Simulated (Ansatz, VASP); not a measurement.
**Rh: VASP beside Ansatz**

File INCAR:

```
SYSTEM = Rh
ALGO = Fast ; EDIFF = 1E-7
ENCUT = 520 ; GGA = PS
ISIF = 2 ; ISMEAR = 0
LASPH = .TRUE. ; LCHARG = .FALSE.
LREAL = .FALSE. ; LWAVE = .FALSE.
NBANDS = 54 ; NELM = 100
PREC = Accurate ; SIGMA = 0.15
```

File KPOINTS:

```
k-points
0
G
  25 25 5
  0 0 0
```

The input POSCAR:

```
Rh
1.0
    1.8899965795     -1.8899965795      0.0000000000
    1.8899965795      0.0000000000     -1.8899965795
    8.1373365872      8.1373365872      8.1373365872
Rh
6
Direct
    0.6666666667      0.6666666667      0.0774052853
    0.0000000000      0.0000000000      0.8516129798
    0.3333333333      0.3333333333      0.2322468242
    0.6666666667      0.6666666667      0.5419299020
    0.0000000000      0.0000000000      0.3870883631
    0.3333333333      0.3333333333      0.6967714409
```

Input for Ansatz:

```yaml
crystal:
  lattice:
    - [1.8899965795, -1.8899965795, 0.0]
    - [1.8899965795, 0.0, -1.8899965795]
    - [8.1373365872, 8.1373365872, 8.1373365872]
  atoms:
    - { symbol: Rh, position: [0.6666666667, 0.6666666667, 0.0774052853] }
    - { symbol: Rh, position: [0.0, 0.0, 0.8516129798] }
    - { symbol: Rh, position: [0.3333333333, 0.3333333333, 0.2322468242] }
    - { symbol: Rh, position: [0.6666666667, 0.6666666667, 0.541929902] }
    - { symbol: Rh, position: [0.0, 0.0, 0.3870883631] }
    - { symbol: Rh, position: [0.3333333333, 0.3333333333, 0.6967714409] }
basis:
  ecutwfc: 420
kpoints:
  mp_grid: { grid: [25, 25, 5] }
hamiltonian:
  xc: pbesol
scf:
  occupations: { method: gaussian, width: 0.15 }
output:
  forces: true
  stress: true
  eigenvalues: true
```

Alike in both runs: task single point; functional PBEsol; k mesh 25 × 25 × 5; occupations gaussian, width 0.15 eV; no spin polarisation.

|  | VASP | Ansatz |
| --- | --- | --- |
| version | VASP 6.6.1 | Ansatz 0.2.0 |
| potentials or method | VASP PAW PBE potentials, release 64 (Rh_pv), cutoff 520 eV | scalar-relativistic, plane waves, PAW |
| valence electrons in the cell | 90 | 102 |

Ansatz gave:

* gap on the k mesh at the Fermi level (eV): none
* pressure (GPa): -6.0
* traceless stress, the component that is largest in VASP (GPa): -1.90
* rms of the force components (eV/Å): 0.238

Question: What did VASP give for the same quantities?

Answer: gap on the k mesh at the Fermi level (eV): none; pressure (GPa): -6.1; traceless stress, the component that is largest in VASP (GPa): -1.89; rms of the force components (eV/Å): 0.237.

VASP's potentials were made for PBE, not for PBEsol. Atom by atom the forces differ by 0.002 eV/Å (rms over components). A gap of «none» marks a metal or a gap that the smearing closes. VASP's potentials hold 90 valence electrons a cell and Ansatz's 102, so a difference there can come from the potentials and not from the codes.
